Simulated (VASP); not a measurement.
Runs of VASP 6.6.1 on Zr. The structure is that of space group Fd-3m (No. 227), or close to it. The cells are those of the table. 

```csv
task,cell,k mesh,cutoff (eV),gap on the mesh (eV),pressure (GPa)
relaxation of cell and atoms,"relaxed from a = 4.235 Å, angles 60.0°, 2 atoms",6 × 6 × 6,600,none,-0.2
single point,"a = 4.384 Å, angles 60.0°, 2 atoms",6 × 6 × 6,520,none,-0.2
single point,"a = 4.373 Å, angles 60.0°, 2 atoms",16 × 16 × 16,520,none,(a)
single point,"a = 4.235 Å, angles 60.0°, 2 atoms",6 × 6 × 6,520,none,5.3
```

Alike in all rows: level r2SCAN; potentials or basis VASP PAW PBE potentials, release 64 (Zr_sv); no spin polarisation; smearing gaussian 0.1 eV.

**Question.** Fill in the values left out.

**Answer.** (a) 0.2.

Caveats: the PAW data sets were made with another functional, which shifts forces and pressure a little.

A k mesh can miss the band edges, and the runs leave out spin-orbit coupling on Zr.

A gap of «none» marks levels without a gap at the run's occupations.
